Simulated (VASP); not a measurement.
# B24N23 (a cell with a defect) in VASP: a series of runs, part 2 of 2

VASP 6.6.1.

## Step 3: Single point, PBE, collinear spin

INCAR

```
SYSTEM = B24N23
PREC = Accurate
ENCUT = 520
EDIFF = 1E-6
ISMEAR = 0
SIGMA = 0.05
LREAL = Auto
LASPH = .TRUE.
NELM = 200
ALGO = Normal
ISIF = 2
LWAVE = .FALSE.
LCHARG = .FALSE.
ISPIN = 2
MAGMOM = 0.17 0 0 0 0 0 0 0 0 0 0 0 0 0.2 0.06 0 0 0 0 0 0 0 0 0.2 0 0 0 0 0 0 0 0 0 0 0 0 0 0 0 0 0 0 0 0 0 0 0
LORBIT = 11
GGA = PE
NBANDS = 126
GGA_COMPAT = .FALSE.
KPAR = 2
NCORE = 2
```

KPOINTS

```
Automatic mesh
0
G
  2 2 2
  0 0 0
```

POSCAR

```
B24N23
1.0
   -3.8309090000      2.2117770000     -4.2268550000
    3.8309090000     -2.2117770000     -4.2268550000
   -3.8309090000     -6.6353300000      4.2268550000
B N
24 23
Direct
    0.6568395637      0.3263078435      0.0051063072
    0.1672044792      0.8345754243     -0.0009718009
    0.8326461615      0.0041170343      0.8338611941
    0.3367366561      0.4998028084      0.8332380580
    0.0013357020      0.6677845537      0.6655392761
    0.5012315145      0.1685602954      0.6684335964
    0.1663753198      0.3331867605      0.4992926190
    0.6664959562      0.8334311431      0.4996013688
    0.3323802544     -0.0012383576      0.3327755171
    0.8308576183      0.4985351976      0.3319052394
    0.4999597517      0.6650045219      0.1664838074
   -0.0033882498      0.1666954180      0.1646021283
    0.5837152721      0.9138958910     -0.0006978669
    0.0857418916      0.4237666564     -0.0027989030
    0.7591824003      0.5908294945      0.8305466277
    0.2493980452      0.0846415016      0.8332030566
    0.9172698944      0.2519185983      0.6666086843
    0.4185675772      0.7500698732      0.6662417206
    0.0829609838      0.9169131247      0.4984071980
    0.5835485744      0.4172535133      0.4999686757
    0.2481411531      0.5827708200      0.3316087337
    0.7503832571      0.0817895449      0.3323367031
    0.4130568006      0.2496435319      0.1667286622
    0.9159734659      0.7459829276      0.1622646233
    0.3530120689      0.0203602127     -0.0005229248
    0.0174937352      0.1932151844      0.8341724304
    0.5260836334      0.6855220595      0.8347173477
    0.1877004313      0.8542269688      0.6656739609
    0.6902676581      0.3563412090      0.6695599492
    0.3537694286      0.5204541402      0.4991138972
    0.8539370231      0.0205026783      0.4993495890
    0.5191073187      0.1855758576      0.3328700906
    0.0176534885      0.6838675896      0.3286025897
    0.6877984329      0.8478882927      0.1635898616
    0.1802781910      0.3562755373      0.1635873055
    0.7684644699      0.1028737572      0.0000690135
    0.2719763897      0.6053475157     -0.0007015427
    0.9391796487      0.7748393345      0.8314676004
    0.4375001728      0.2710979942      0.8342125990
    0.1052716895      0.4382664071      0.6663922227
    0.6042204266      0.9382403401      0.6665439835
    0.2706432224      0.1041684515      0.4998022917
    0.7708041231      0.6039388255      0.4996683707
    0.4365122596      0.7704681634      0.3328903179
    0.9360776276      0.2695386489      0.3325333108
    0.5987617205      0.4350933690      0.1687239953
    0.1023254063      0.9355577896      0.1648182780
```

Potentials or basis: VASP PAW PBE potentials, release 64 (B, N).

Command:

```console
> cat potpaw_PBE.64/B/POTCAR potpaw_PBE.64/N/POTCAR > POTCAR
> mpirun -np 4 vasp_std > vasp.out
```

OUTCAR:

```text
SYSTEM = B24N23
   PREC = Accurate
   ENCUT = 520
   EDIFF = 1E-6
   ISMEAR = 0
   LREAL = Auto
   LASPH = .TRUE.
   NELM = 200
   ISIF = 2
   ISPIN = 2
   LORBIT = 11
   GGA = PE

 ion  position               nearest neighbor table
   1  0.657  0.326  0.005-  46 1.53  36 1.55  39 1.56
   2  0.167  0.835  0.999-  47 1.57  38 1.57  37 1.57  25 1.57
   3  0.833  0.004  0.834-  41 1.56  36 1.57  38 1.57  26 1.58
   4  0.337  0.500  0.833-  39 1.56  37 1.57  40 1.58  27 1.58
   5  0.001  0.668  0.666-  38 1.56  43 1.57  40 1.57  28 1.58
   6  0.501  0.169  0.668-  39 1.56  41 1.57  42 1.58  29 1.59
   7  0.166  0.333  0.499-  40 1.57  42 1.57  45 1.57  30 1.58
   8  0.666  0.833  0.500-  41 1.57  43 1.57  44 1.57  31 1.58
   9  0.332  0.999  0.333-  44 1.56  42 1.57  47 1.58  32 1.58
  10  0.831  0.499  0.332-  46 1.56  43 1.57  45 1.57  33 1.59
  11  0.500  0.665  0.166-  46 1.56  37 1.57  44 1.57  34 1.58
  12  0.997  0.167  0.165-  36 1.55  45 1.57  47 1.58  35 1.58
  13  0.584  0.914  0.999-  27 1.56  34 1.56  36 1.58  25 1.58
  14  0.086  0.424  0.997-  37 1.55  26 1.55  35 1.58
  15  0.759  0.591  0.831-  38 1.53  29 1.56  27 1.57
  16  0.249  0.085  0.833-  25 1.57  28 1.58  39 1.58  26 1.60
  17  0.917  0.252  0.667-  26 1.56  29 1.56  31 1.58  40 1.58
[... 28 lines left out ...]
  46  0.599  0.435  0.169-   1 1.53  11 1.56  10 1.56  23 1.56
  47  0.102  0.936  0.165-   2 1.57   9 1.58  24 1.58  12 1.58

  LATTYP: Found a face centered orthorhombic cell.
 ALAT       =     8.4537100000
 B/A-ratio  =     1.0465353114
 C/A-ratio  =     1.8126523958

  Lattice vectors:

 A1 = (   0.0000000000,  -8.8471070000,   0.0000000000)
 A2 = (  -3.8309090000,  -6.6353300000,  -4.2268550000)
 A3 = (   3.8309090000,  -2.2117770000,  -4.2268550000)

Analysis of symmetry for initial positions (statically):
=====================================================================
 Subroutine PRICEL returns:
 Original cell was already a primitive cell.

 Routine SETGRP: Setting up the symmetry group for a
 face centered orthorhombic supercell.

 Subroutine GETGRP returns: Found  1 space group operations
[... 1126 lines left out ...]

 spin component 2

 k-point     1 :       0.0000    0.0000    0.0000
  band No.  band energies     occupation
      1     -13.0146      1.00000
      2     -11.3658      1.00000
      3     -11.2379      1.00000
      4     -10.0950      1.00000
      5     -10.0815      1.00000
      6     -10.0680      1.00000
[... 853 lines left out ...]
    104      15.6428      0.00000
    105      15.7061      0.00000
 [bands above 105 left out]

------------------------ aborting loop because EDIFF is reached ----------------------------------------

  FORCE on cell =-STRESS in cart. coord.  units (eV):
  Direction    XX          YY          ZZ          XY          YZ          ZX
  --------------------------------------------------------------------------------------
  -------------------------------------------------------------------------------------
  Total       -6.6065682     -5.7277829      6.2990214      0.5581018     -3.2873584     -1.1998939
  in kB      -36.9433304    -32.0292426     35.2235566      3.1208546    -18.3826099     -6.7096981
  external PRESSURE =     -11.2496721 kB  Pullay stress =       0.0000000 kB

 VOLUME and BASIS-vectors are now :
 -----------------------------------------------------------------------------
  energy-cutoff  :      520.00
  volume of cell :      286.52
      direct lattice vectors                 reciprocal lattice vectors
    -3.830909000  2.211777000 -4.226855000    -0.130517326  0.000000000 -0.118291259
     3.830909000 -2.211777000 -4.226855000     0.065258656 -0.113031299 -0.118291259
    -3.830909000 -6.635330000  4.226855000    -0.065258671 -0.113031299  0.000000000

 POSITION                                       TOTAL-FORCE (eV/Angst)
 -----------------------------------------------------------------------------------
     -1.28580      0.69718     -4.13404         0.017295      0.011121     -0.011681
     -1.27055     -8.10496     -0.01163        -0.002320      0.002204     -0.005859
     -6.36847     -3.70042     -0.01227         0.002008     -0.007527     -0.009043
     -2.56737     -5.88948     -0.01395         0.000593     -0.004342      0.001760
      0.00348     -5.89011     -0.01514         0.001747      0.004628     -0.002546
     -3.83514     -3.69948     -0.00574         0.000199     -0.006895     -0.009205
[... 39 lines left out ...]
     -1.27336     -0.75754     -3.65678         0.001557     -0.004963      0.000739
      2.56063     -2.93655     -3.69032        -0.009957     -0.000737      0.003597
 -----------------------------------------------------------------------------------
    total drift:                                0.002698      0.009921      0.003821

  FREE ENERGIE OF THE ION-ELECTRON SYSTEM (eV)
  ---------------------------------------------------
  free  energy   TOTEN  =      -401.9444454430 eV

  energy  without entropy=     -401.9444454430  energy(sigma->0) =     -401.94444544

 total charge

# of ion       s       p       d       tot
------------------------------------------
    1        0.674   1.318   0.000   1.992
    2        0.682   1.335   0.000   2.017
    3        0.673   1.342   0.000   2.016
    4        0.673   1.343   0.000   2.015
    5        0.675   1.351   0.000   2.026
    6        0.671   1.332   0.000   2.003
[... 39 lines left out ...]
   46        1.217   2.770   0.000   3.987
   47        1.215   2.738   0.000   3.953
--------------------------------------------------
tot         44.062  94.967   0.000 139.029

 magnetization (x)

# of ion       s       p       d       tot
------------------------------------------
    1        0.061   0.263   0.000   0.324
    2        0.003   0.002   0.000   0.005
    3        0.001   0.004   0.000   0.005
    4        0.001   0.004   0.000   0.004
    5        0.000   0.002   0.000   0.003
    6        0.000   0.001   0.000   0.001
[... 39 lines left out ...]
   46        0.001   0.004   0.000   0.005
   47        0.002   0.004   0.000   0.006
--------------------------------------------------
tot          0.120   0.445   0.000   0.565
```

OSZICAR:

```text
N       E                     dE             d eps       ncg     rms          rms(c)
DAV:   1     0.806282402062E+03    0.80628E+03   -0.99426E+04  4032   0.145E+03
DAV:   2    -0.366122657187E+03   -0.11724E+04   -0.11289E+04  5008   0.331E+02
DAV:   3    -0.423019328024E+03   -0.56897E+02   -0.56488E+02  5064   0.737E+01
DAV:   4    -0.423769444487E+03   -0.75012E+00   -0.74638E+00  5008   0.851E+00
DAV:   5    -0.423781039362E+03   -0.11595E-01   -0.11582E-01  4944   0.993E-01    0.319E+01
DAV:   6    -0.403705496348E+03    0.20076E+02   -0.64482E+01  4712   0.204E+01    0.151E+01
DAV:   7    -0.402275740117E+03    0.14298E+01   -0.33421E+00  4888   0.543E+00    0.920E+00
DAV:   8    -0.401951541453E+03    0.32420E+00   -0.10484E+00  4528   0.292E+00    0.106E+00
DAV:   9    -0.401942631675E+03    0.89098E-02   -0.70319E-02  4696   0.798E-01    0.470E-01
DAV:  10    -0.401943618915E+03   -0.98724E-03   -0.78488E-03  4904   0.252E-01    0.273E-01
DAV:  11    -0.401944325303E+03   -0.70639E-03   -0.13601E-03  4624   0.122E-01    0.699E-02
DAV:  12    -0.401944399388E+03   -0.74085E-04   -0.18623E-04  4888   0.433E-02    0.349E-02
DAV:  13    -0.401944430596E+03   -0.31207E-04   -0.48385E-05  4792   0.229E-02    0.191E-02
DAV:  14    -0.401944441965E+03   -0.11370E-04   -0.76562E-06  4696   0.102E-02    0.872E-03
DAV:  15    -0.401944444845E+03   -0.28794E-05   -0.24591E-06  3664   0.545E-03    0.370E-03
DAV:  16    -0.401944445443E+03   -0.59836E-06   -0.48091E-07  2784   0.232E-03
   1 F= -.40194445E+03 E0= -.40194445E+03  d E =-.691524E-16  mag=     1.0001
```

stdout:

```text
POSCAR found type information on POSCAR B N
 POSCAR found :  2 types and      47 ions
 scaLAPACK will be used
 LDA part: xc-table for (Slater+PW92), standard interpolation
 POSCAR, INCAR and KPOINTS ok, starting setup
 FFT: planning ... GRIDC
 FFT: planning ... GRID_SOFT
 FFT: planning ... GRID
 WAVECAR not read
 entering main loop
```

Run time: 3.9 min. Hardware: 4 MPI ranks of Intel Xeon 6975P-C (Granite Rapids), shared host; peak memory 0.45 GiB.

Results:

* Free energy: -401.9444 eV
* Pressure: -1.1 GPa
* Largest force: 0.044 eV/Å
* Band gap on the k mesh: 0.56 eV
* Net moment: 1.00 μB per cell
* Site moments: B +0.32, +0.01, +0.00, +0.04, +0.10, -0.02 (each value once); N +0.00, -0.00, +0.01 (each value once) μB
* Valence electrons inside the program's atomic spheres: B 1.99, 2.02, 2.03, 2.00, 2.01, 1.89, 1.92, 1.86 (each value once); N 3.97, 3.96, 3.95, 3.98, 3.99 (each value once)

Forces on the atoms (eV/Å):
```
B    0.017  0.011 -0.012
B   -0.002  0.002 -0.006
B    0.002 -0.008 -0.009
B    0.001 -0.004  0.002
B    0.002  0.005 -0.003
B    0.000 -0.007 -0.009
B   -0.001 -0.003 -0.005
B   -0.002 -0.003 -0.005
B    0.007 -0.006 -0.009
B   -0.005 -0.001 -0.012
B    0.009  0.002  0.003
B   -0.004  0.000 -0.016
B    0.011  0.002 -0.008
B    0.014  0.010  0.001
B   -0.039 -0.011  0.017
B    0.000 -0.002 -0.004
B    0.007  0.009  0.001
B    0.006  0.003 -0.001
B    0.000  0.006  0.001
B   -0.001 -0.003  0.003
B   -0.006  0.002 -0.005
B    0.003 -0.008  0.001
B    0.010 -0.002 -0.003
B    0.005  0.001  0.004
N   -0.008  0.001  0.011
N   -0.015 -0.004  0.002
N    0.005  0.004  0.005
N   -0.008 -0.002  0.002
N    0.012  0.013  0.005
N    0.002  0.002  0.008
N    0.003 -0.003  0.002
N   -0.006  0.005  0.012
N   -0.002 -0.003  0.005
N   -0.012 -0.002  0.001
N    0.000  0.000  0.007
N    0.009  0.001  0.001
N   -0.006 -0.004  0.003
N   -0.002  0.002  0.004
N   -0.006  0.000  0.006
N    0.001 -0.002 -0.003
N    0.008  0.002  0.003
N   -0.003  0.002 -0.001
N    0.002  0.002 -0.003
N   -0.001  0.001  0.004
N    0.004 -0.006 -0.002
N    0.002 -0.005  0.001
N   -0.010 -0.001  0.004
```

Stress tensor (GPa, compression positive):
```
-3.69  0.31 -0.67
 0.31 -3.20 -1.84
-0.67 -1.84  3.52
```

Caveat: the k points lie up to 0.55 Å⁻¹ apart; semilocal functionals underestimate gaps, and a narrow one can read as zero.
